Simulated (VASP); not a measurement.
Input of a VASP 6.6.1 run:

File INCAR:

```
PREC = Accurate
ENCUT = 600
EDIFF = 1E-6
ISMEAR = 0
SIGMA = 0.1
LREAL = False
LASPH = True
NELM = 80
ALGO = Fast
ISIF = 3
LWAVE = False
LCHARG = False
GGA = PE
IBRION = 2
NSW = 100
EDIFFG = -0.01
```

Contents of KPOINTS:

```
regular mesh
0
Gamma
  12 12 18
```

Contents of POSCAR:

```
Ni2Os
1.0
    4.0489116349      0.0000000000      0.0000000000
   -2.0244558175      3.5064603335      0.0000000000
    0.0000000000      0.0000000000      2.5378447028
Ni Os
2 1
Direct
    0.3333333333      0.6666666667      0.5000000000
    0.6666666667      0.3333333333      0.5000000000
    0.0000000000      0.0000000000      0.0000000000
```

Potentials or basis: VASP PAW PBE potentials, release 64 (Ni, Os).

Launch:

```sh
$ cat potpaw_PBE.64/Ni/POTCAR potpaw_PBE.64/Os/POTCAR > POTCAR
$ mpirun -np 1 vasp_std > vasp.out
```

Problem. Estimate the relaxed cell.

Solution. a = 4.059 Å, b = 4.059 Å, c = 2.517 Å, α = 90.00°, β = 90.00°, γ = 120.00°.

Problem. What does it give for the band gap on the k mesh?

Solution. Zero (bands 14 and 15 overlap by 0.86 eV).

Final structure:
```
Ni Os
1.0
     4.05919    0.00000    0.00000
    -2.02960    3.51536    0.00000
     0.00000    0.00000    2.51748
Ni Os
2 1
Direct
  0.33333 0.66667 0.50000
  0.66667 0.33333 0.50000
  0.00000 0.00000 0.00000
```

Caveat: spin-orbit coupling is left out, which moves the levels of the heavy elements. Spin polarisation is off, so any magnetic state and its effect on volume and gap are missing.
